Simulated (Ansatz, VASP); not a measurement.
**LiF in VASP and in Ansatz**

```
Li F
1.0
     0.00000    1.91330    2.11470
     1.91330    0.00000    2.11470
     1.91330    1.91330    0.00000
Li F
1 1
Direct
  0.00000 0.00000 0.00000
  0.50000 0.50000 0.50000
```

Change from the starting cell: strain -0.050 along x and y, +0.050 along z, atoms carried along.

Alike in both runs: task single point; functional PBE; k mesh 10 × 10 × 10; occupations gaussian, width 0.05 eV; no spin polarisation.

|  | VASP | Ansatz |
| --- | --- | --- |
| version | VASP 6.6.1 | Ansatz 0.2.0 |
| potentials or method | VASP PAW PBE potentials, release 64 (Li_sv, F), cutoff 520 eV | scalar-relativistic, plane waves, PAW |
| valence electrons in the cell | 10 | 10 |

|  | VASP | Ansatz | Ansatz less VASP |
| --- | --- | --- | --- |
| gap on the k mesh at the Fermi level (eV) | 9.43 | 9.44 | +0.001 |
| least direct gap on the mesh (eV) | 9.43 | 9.44 | +0.001 |

The functional is the same, so the differences come from potentials, cutoffs and numerics.

Noted on VASP's run: the cutoff is short for stress, so the pressure is rough.
